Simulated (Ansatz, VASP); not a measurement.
# Yb in VASP and in Ansatz

```xyz
1
Lattice="0.0000 2.6097 2.6097 2.6097 0.0000 2.6097 2.6097 2.6097 0.0000" Properties=species:S:1:pos:R:3 pbc="T T T"
Yb    0.0000    0.0000    0.0000
```

Alike in both runs: task single point; functional r2SCAN; k mesh 10 × 10 × 10; occupations fermi-dirac, width 0.03 eV; no spin polarisation.

|  | VASP | Ansatz |
| --- | --- | --- |
| version | VASP 6.6.1 | Ansatz 0.2.0 |
| potentials or method | VASP PAW PBE potentials, release 64 (Yb), cutoff 520 eV | plane waves (500 eV) with PAW, scalar-relativistic |
| valence electrons in the cell | 24 | 24 |

|  | VASP | Ansatz | Ansatz less VASP |
| --- | --- | --- | --- |
| pressure (GPa) | -0.5 | -0.3 | +0.25 |

VASP's potentials were made for PBE, not for r2SCAN.

Spin-orbit coupling is off throughout.
